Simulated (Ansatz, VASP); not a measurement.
# NiO2: VASP beside Ansatz

```xyz
3
Lattice="2.7240 0.0000 0.0000 -1.3620 2.3590 0.0000 0.0000 0.0000 4.3268" Properties=species:S:1:pos:R:3 pbc="T T T"
Ni    0.0000    0.0000    2.1634
O     1.3620    0.7863    3.1608
O     0.0000    1.5727    1.1660
```

Alike in both runs: task single point; functional LDA; k mesh 12 × 12 × 6; occupations gaussian, width 0.05 eV; no spin polarisation.

```csv
,VASP,Ansatz
version,VASP 6.6.1,Ansatz 0.2.0
potentials or method,"VASP PAW LDA potentials, release 64 (Ni, O), cutoff 520 eV","scalar-relativistic, plane waves, PAW"
valence electrons in the cell,22,30
```

```tsv
	VASP	Ansatz	Ansatz less VASP
gap on the k mesh at the Fermi level (eV)	0.70	0.74	+0.034
least direct gap on the mesh (eV)	0.85	0.88	+0.031
pressure (GPa)	-4.3	-5.4	-1.11
traceless stress, the component that is largest in VASP (GPa)	-7.87	-7.62	+0.251
rms of the force components (eV/Å)	0.494	0.545	+0.0509
```

LDA's correlation is that of Perdew and Zunger in VASP and of Perdew and Wang (1992) in Ansatz. Atom by atom the forces differ by 0.051 eV/Å (rms over components). VASP's potentials hold 22 valence electrons a cell and Ansatz's 30, so a difference there can come from the potentials and not from the codes.
